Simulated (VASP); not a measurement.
The system is Al3Pt.

```xyz
4
Lattice="4.1989 0.0000 0.0000 0.0000 4.1989 0.0000 0.0000 0.0000 4.0992" Properties=species:S:1:pos:R:3 pbc="T T T"
Al    0.0000    2.0995    1.7527
Al    2.0995    0.0000    2.3465
Al    2.0995    2.0995    2.0496
Pt    0.0000    0.0000    0.0000
```

- Program: VASP 6.6.1
- Task: relaxation of cell and atoms
- Functional: PBE
- Potentials or basis: VASP PAW PBE potentials, release 64 (Al, Pt)
- Cutoff: 600 eV
- k mesh: 4 × 4 × 4
- Occupations: gaussian, width 0.1 eV
- Spin: no spin polarisation

At the start: pressure 21.4 GPa; volume 18.07 Å³/atom.

**Question.** Where does the relaxation end?

**Answer.** Over 34 steps the energy falls by 1250.2 meV/atom and the volume is 17.66 Å³/atom (-2.2 %); space group P-4m2 (No. 115, to 0.05 Å).

Step by step:
```csv
step,energy change (eV),largest force (eV/Å),pressure (GPa),volume (Å³)
1,0.0000,1.5382,21.35,72.27
2,-2.2644,0.6440,-8.88,98.68
3,-2.3927,0.8416,-5.56,92.06
4,-3.0277,0.6603,-5.20,84.84
5,-3.7832,0.4067,-1.72,74.94
6,-0.3951,0.1794,63.12,54.29
7,-3.9220,0.3566,-0.48,72.90
8,-4.3294,0.2210,12.04,63.71
9,-4.3543,0.2951,5.36,67.16
10,-4.3844,0.2831,7.69,65.78
11,-4.2282,0.2199,6.82,67.88
12,-4.4934,0.2257,6.07,66.69
13,-4.5651,0.2765,-1.42,71.64
14,-4.5693,0.2661,-0.08,70.62
15,-4.5693,0.2670,-0.18,70.70
16,-4.5748,0.2724,-0.21,70.74
17,-4.5914,0.2872,-0.29,70.85
18,-4.6256,0.3081,-0.50,71.09
19,-4.6934,0.3170,-1.02,71.55
20,-4.8084,0.2559,-1.95,72.48
21,-4.8030,0.0098,-3.40,74.34
22,-4.8466,0.1055,-2.82,73.46
23,-4.8487,0.1034,-2.81,73.45
24,-4.8548,0.0973,-2.77,73.41
25,-4.8666,0.0856,-2.69,73.32
26,-4.8880,0.0645,-2.51,73.16
27,-4.9229,0.0286,-2.17,72.82
28,-4.9613,0.0452,-1.54,72.14
29,-4.9633,0.0743,-1.33,71.92
30,-4.9746,0.0641,-1.05,71.68
31,-4.9964,0.0340,-0.19,70.96
32,-4.9814,0.0209,1.91,69.52
33,-5.0003,0.0160,0.41,70.52
34,-5.0007,0.0141,0.21,70.65
```

Final structure:
```
Al Pt
1.0
     5.08191    0.00000    0.00000
     0.00000    5.08191    0.00000
     0.00000    0.00000    2.73571
Al Pt
3 1
Direct
  0.00000 0.50000 0.98620
  0.50000 0.00000 0.01380
  0.50000 0.50000 0.50000
  0.00000 0.00000 0.00000
```

Caveat: the k points lie up to 0.57 Å⁻¹ apart in the final cell.
